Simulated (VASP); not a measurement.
A run of VASP 6.6.1:

The input INCAR:

```
PREC = Accurate
ENCUT = 600
EDIFF = 1E-7
ISMEAR = 0
SIGMA = 0.1
LREAL = F
LASPH = T
NELM = 120
ALGO = Normal
ISIF = 3
LWAVE = F
LCHARG = F
GGA = PE
IBRION = 2
NSW = 45
EDIFFG = -0.04
ISYM = 0
GGA_COMPAT = F
NELMIN = 4
```

File KPOINTS:

```
regular mesh
0
Gamma
  4 4 3
```

File POSCAR:

```
Cu3AgIr2Pd4Pt2
1.0
   -3.8977373603     -3.8854267526      0.0317537772
   -0.0164032138      3.8700761892      3.8784825988
   -3.8499341774      3.8693773468     -3.8613805427
Cu Pd Ag Ir Pt
3 4 1 2 2
Direct
    0.0066266587      0.0105666042      0.0027818979
    0.4910710229      0.4941252116      0.0020772695
    0.3330373683      0.6690755627      0.6658064122
    0.6584518608      0.3247126819      0.3286796703
    0.0069348473      0.4961519150      0.0038670008
    0.6608101552      0.8266860075      0.3231678986
    0.1664746605      0.8295806030      0.3307157954
    0.8329903961      0.6747735883      0.6760982694
    0.3358644227      0.1782379852      0.6638499295
    0.1608434313      0.3237973073      0.3462464015
    0.4932236127      0.9979535182      0.9870994480
    0.8337025363      0.1715038043      0.6669054144
```

Potentials or basis: VASP PAW PBE potentials, release 64 (Cu, Pd, Ag, Ir, Pt).

Launch:

```console
$ cat potpaw_PBE.64/Cu/POTCAR potpaw_PBE.64/Pd/POTCAR potpaw_PBE.64/Ag/POTCAR potpaw_PBE.64/Ir/POTCAR potpaw_PBE.64/Pt/POTCAR > POTCAR
$ mpirun -np 1 vasp_std > vasp.out
```

Hardware: 1 thread of Intel(R) Xeon(R) 6975P-C (Granite Rapids) (shared host).

Question: How long does it take, and how much memory?

Answer: Run time: 47 min on 1 thread of Intel(R) Xeon(R) 6975P-C (Granite Rapids), with other jobs on the host, peak memory 0.66 GiB. Counts: scf iterations 103, k points 26, ion steps 8.
